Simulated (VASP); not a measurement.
W: single point with PBE

Crystal: W.

```xyz
1
Lattice="0.0000 1.9917 1.9917 1.9917 0.0000 1.9917 1.9917 1.9917 0.0000" Properties=species:S:1:pos:R:3 pbc="T T T"
W     0.0000    0.0000    0.0000
```

This cell differs from its parent crystal: volume scaled by 0.96.

* Program: VASP 6.6.1
* Task: single point
* Functional: PBE
* Potentials or basis: VASP PAW PBE potentials, release 64 (W_sv)
* Cutoff: 520 eV
* k mesh: 22 × 22 × 22
* Occupations: fermi-dirac, width 0.1 eV
* Spin: no spin polarisation

```json
{
 "Pressure": "13.0 GPa",
 "Band gap on the k mesh": "zero (band 7 reaches 14.29 eV, above the bottom of band 8 at 10.41 eV)"
}
```

Levels at points of the mesh, in eV from the Fermi level:
```
           k point  band 3  band 4  band 5  band 6  band 7  band 8  band 9  band 10  band 11  band 12
(0.00, 0.00, 0.00)  -37.19  -37.19   -9.20   -0.62   -0.62   -0.62    2.68     2.68    12.82    18.23
(0.50, 0.00, 0.00)  -37.36  -37.36   -5.82   -0.86   -0.86    0.74    5.30     5.30    10.86    12.46
(0.50, 0.50, 0.00)  -37.66  -37.66   -5.77   -4.77    3.26    5.27    6.08     6.08    12.06    12.06
```

Wall time 29 s on 1 thread of Intel(R) Xeon(R) Platinum 8488C (Sapphire Rapids), with other jobs on the host, peak memory 0.19 GiB.

Caveat: spin-orbit coupling is left out, which moves the levels of the heavy elements.
